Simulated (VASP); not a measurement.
# Sb (Cmmm) in VASP: single point with PBE

Aim: the single point of Sb with PBE.

Program: VASP 6.6.1. These are calculated values, not measurements. Logs are shortened: lines on timing, memory, paths and dates and some standing lists are left out, and cuts for length are marked.

## (1) The cell of the first run

The typed cell holds 1 atom: a = 3.110 Å, b = 3.110 Å, c = 3.109 Å, α = 90.00°, β = 90.00°, γ = 89.99°.

The cell was generated, and may not be a known phase.

## (2) Single point, PBE

INCAR reads:

```
SYSTEM = Sb
PREC = Accurate
ENCUT = 520
EDIFF = 1E-6
ISMEAR = 0
SIGMA = 0.1
LREAL = .FALSE.
LASPH = .TRUE.
NELM = 100
ALGO = Normal
ISIF = 2
LWAVE = .FALSE.
LCHARG = .TRUE.
GGA = PE
LELF = .TRUE.
LVHAR = .TRUE.
NBANDS = 8
```

KPOINTS reads:

```
Automatic mesh
0
G
  18 18 18
  0 0 0
```

POSCAR reads:

```
Sb
1.0
    2.1990779485     -2.1986036236      0.0000000000
    2.1990779485      2.1986036236      0.0000000000
    0.0000000000      0.0000000000      3.1093977627
Sb
1
Direct
    0.0000000000      0.0000000000      0.0000000000
```

Potentials or basis: VASP PAW PBE potentials, release 64 (Sb).

The run is started by

```
$ cat potpaw_PBE.64/Sb/POTCAR > POTCAR
$ mpirun -np 1 vasp_std > vasp.out
```

OUTCAR:

```text
SYSTEM = Sb
   PREC = Accurate
   ENCUT = 520
   EDIFF = 1E-6
   ISMEAR = 0
   LREAL = .FALSE.
   LASPH = .TRUE.
   NELM = 100
   ISIF = 2
   GGA = PE

 ion  position               nearest neighbor table
   1  0.000  0.000  0.000-

  LATTYP: Found a base centered orthorhombic cell.
 ALAT       =     4.3972072472
 B/A-ratio  =     1.0002157392
 C/A-ratio  =     0.7071301369

  Lattice vectors:

 A1 = (  -2.1990779485,  -2.1986036236,   0.0000000000)
 A2 = (   2.1990779485,  -2.1986036236,   0.0000000000)
 A3 = (   0.0000000000,   0.0000000000,   3.1093977627)

Analysis of symmetry for initial positions (statically):
=====================================================================
 Subroutine PRICEL returns:
 Original cell was already a primitive cell.

 Routine SETGRP: Setting up the symmetry group for a
 base centered orthorhombic supercell.

 Subroutine GETGRP returns: Found  8 space group operations
 (whereof  8 operations were pure point group operations)
 out of a pool of  8 trial point group operations.

The static configuration has the point symmetry D_2h.

Analysis of symmetry for dynamics (positions and initial velocities):
=====================================================================
 Subroutine PRICEL returns:
 Original cell was already a primitive cell.

 Routine SETGRP: Setting up the symmetry group for a
 base centered orthorhombic supercell.

 Subroutine GETGRP returns: Found  8 space group operations
 (whereof  8 operations were pure point group operations)
 out of a pool of  8 trial point group operations.

The dynamic configuration has the point symmetry D_2h.

 Subroutine INISYM returns: Found  8 space group operations
 (whereof  8 operations are pure point group operations),
 and found     1 'primitive' translations

----------------------------------------------------------------------------------------

                                     Primitive cell

  volume of cell :      30.0673

  direct lattice vectors                    reciprocal lattice vectors
     2.199077948 -2.198603624  0.000000000     0.227368020 -0.227417073  0.000000000
     2.199077948  2.198603624  0.000000000     0.227368020  0.227417073  0.000000000
     0.000000000  0.000000000  3.109397763     0.000000000  0.000000000  0.321605686

  length of vectors
     3.109630479  3.109630479  3.109397763     0.321581625  0.321581625  0.321605686

  position of ions in fractional coordinates (direct lattice)
     0.000000000  0.000000000  0.000000000

[... 73 lines left out ...]
   ENCUT  =  520.0 eV  38.22 Ry    6.18 a.u.   5.78  5.78  5.78*2*pi/ulx,y,z
   NELM   =    100;   NELMIN=  2; NELMDL= -5     # of ELM steps
   EDIFF  = 0.1E-05   stopping-criterion for ELM
   LREAL  =      F    real-space projection
   EDIFFG = 0.1E-04   stopping-criterion for IOM
   NSW    =      0    number of steps for IOM
   IBRION =     -1    ionic relax: 0-MD 1-quasi-New 2-CG
   NFREE  =      0    steps in history (QN), initial steepest desc. (CG)
   ISIF   =      2    stress and relaxation
   ISYM   =      2    0-nonsym 1-usesym 2-fastsym
   POTIM  = 0.5000    time-step for ionic-motion
   TEBEG  =    0.0;   TEEND  =   0.0 temperature during run
   PSTRESS=    0.0 pullay stress
   NELECT =       5.0000    total number of electrons
   NUPDOWN=      -1.0000    fix difference up-down
   EMIN   =  10.00;   EMAX   =-10.00  energy-range for DOS
   EFERMI =   0.00;   METHOD = LEGACY
   ISMEAR =     0;   SIGMA  =   0.10  broadening in eV -4-tet -1-fermi 0-gaus
   EFERMI_NEDOS =   21; number of points for ismear=-14 and -15
   IALGO  =     38    algorithm
   IMIX   =      4    mixing-type and parameters
     AMIX     =   0.40;   BMIX     =  1.00
     AMIX_MAG =   1.60;   BMIX_MAG =  1.00
  volume/ion in A,a.u.               =      30.07       202.90
  Fermi-wavevector in a.u.,A,eV,Ry     =   0.900258  1.701241 11.027033  0.810464
  Thomas-Fermi vector in A             =   2.023193
   LORBIT       =      0    0 simple, 1 ext, 2 COOP (PROOUT), +10 PAW based schemes
   GGA     = PE    functional components
   LHFCALC =     F    Hartree Fock is set to
   AEXX    =    0.0000 exact exchange contribution
   IVDW    =     0    specifies the selected vdW correction
   LEPSILON=     F    determine dielectric tensor
   LRPA    =     F    only Hartree local field effects (RPA)
 non-spin polarized calculation
 Gauss-broadening in eV      SIGMA  =   0.10
  energy-cutoff  :      520.00
  volume of cell :       30.07
 maximum number of plane-waves:       840
   NGX = 11   NGY = 11   NGZ = 11

 number of electron       4.9999999 magnetization

 Free energy of the ion-electron system (eV)
  ---------------------------------------------------
  ext. energy  EPLUGINS =         0.00000000
  ---------------------------------------------------
  free energy    TOTEN  =        -4.09388786 eV

  energy without entropy =       -4.09147464  energy(sigma->0) =       -4.09268125

 E-fermi :   7.0666     XC(G=0):  -9.5903

 val. band max:        7.0604759742   @ k =   0.0000   0.0000   0.1667
 cond. band min:       7.1011322190   @ k =  -0.1667   0.0556   0.0000
 fundamental gap:      0.0406562449
 Fermi energy:         7.0665919522

 k-point     1 :       0.0000    0.0000    0.0000
  band No.  band energies     occupation
      1      -5.2895      2.00000
      2      10.2820      0.00000
      3      10.2830      0.00000
      4      10.2846      0.00000
      5      13.9471      0.00000
      6      13.9480      0.00000
      7      15.2506      0.00000
      8      24.6268      0.00000
[... 243 lines left out ...]
 k-point    24 :      -0.2222    0.0556    0.0000
  band No.  band energies     occupation
      1      -4.5513      2.00000
      2       5.7607      2.00000
      3      10.3358      0.00000
      4      10.9883      0.00000
      5      14.7771      0.00000
      6      15.7704      0.00000
      7      19.7249      0.00000
      8      20.6727      0.00000

 [... further k-points ...]
[... 5 lines left out ...]
  --------------------------------------------------------------------------------------
  -------------------------------------------------------------------------------------
  Total       -0.0060977     -0.0050517     -0.0038640      0.0000000      0.0000000      0.0000000
  in kB       -0.3249274     -0.2691884     -0.2059011      0.0000000      0.0000000      0.0000000
  external PRESSURE =      -0.2666723 kB  Pullay stress =       0.0000000 kB

 VOLUME and BASIS-vectors are now :
 -----------------------------------------------------------------------------
  energy-cutoff  :      520.00
  volume of cell :       30.07
      direct lattice vectors                 reciprocal lattice vectors
     2.199077948 -2.198603624  0.000000000     0.227368020 -0.227417073  0.000000000
     2.199077948  2.198603624  0.000000000     0.227368020  0.227417073  0.000000000
     0.000000000  0.000000000  3.109397763     0.000000000  0.000000000  0.321605686

 POSITION                                       TOTAL-FORCE (eV/Angst)
 -----------------------------------------------------------------------------------
      0.00000      0.00000      0.00000         0.000000      0.000000      0.000000
 -----------------------------------------------------------------------------------
    total drift:                                0.000000     -0.000000      0.000000

  FREE ENERGIE OF THE ION-ELECTRON SYSTEM (eV)
  ---------------------------------------------------
  free  energy   TOTEN  =        -4.0938878606 eV

  energy  without entropy=       -4.0914746448  energy(sigma->0) =       -4.09268125
```

OSZICAR:

```text
N       E                     dE             d eps       ncg     rms          rms(c)
DAV:   1     0.527534965581E+01    0.52753E+01   -0.16323E+03 14648   0.405E+02
DAV:   2    -0.397898409180E+01   -0.92543E+01   -0.89114E+01 20944   0.522E+01
DAV:   3    -0.408882984888E+01   -0.10985E+00   -0.10964E+00 17400   0.651E+00
DAV:   4    -0.408930326075E+01   -0.47341E-03   -0.47340E-03 22168   0.514E-01
DAV:   5    -0.408930494292E+01   -0.16822E-05   -0.16825E-05 18408   0.196E-02    0.191E+00
DAV:   6    -0.409198680547E+01   -0.26819E-02   -0.76108E-04 19928   0.191E-01    0.114E+00
DAV:   7    -0.409383034510E+01   -0.18435E-02   -0.19085E-03 15904   0.294E-01    0.775E-02
DAV:   8    -0.409388387004E+01   -0.53525E-04   -0.70805E-05 20576   0.580E-02    0.572E-03
DAV:   9    -0.409388704480E+01   -0.31748E-05   -0.26638E-06 18712   0.103E-02    0.206E-03
DAV:  10    -0.409388786062E+01   -0.81583E-06   -0.74364E-07 17968   0.481E-03
   1 F= -.40938879E+01 E0= -.40926813E+01  d E =-.241322E-02
```

stdout:

```text
POSCAR found type information on POSCAR Sb
 POSCAR found :  1 types and       1 ions
 scaLAPACK will be used
 LDA part: xc-table for (Slater+PW92), standard interpolation
 POSCAR, INCAR and KPOINTS ok, starting setup
 FFT: planning ... GRIDC
 FFT: planning ... GRID_SOFT
 FFT: planning ... GRID
 WAVECAR not read
 entering main loop
```

It took 46 s on 1 thread of AMD EPYC 9R45 (Zen 5), shared host; peak memory 0.29 GiB.

What came out:

| Item | Value |
| --- | --- |
| Free energy | -4.0939 eV |
| Pressure | 0.0 GPa |
| Band gap on the k mesh | zero (an odd number of electrons rules out a gap without spin polarisation) |

Caveat: spin-orbit coupling is left out, which moves the levels of the heavy elements; an odd number of electrons without spin polarisation forces a metal; a magnetic or distorted state may lie lower.

The gap in the log of VASP goes by the Fermi energy; the results here count the filled bands.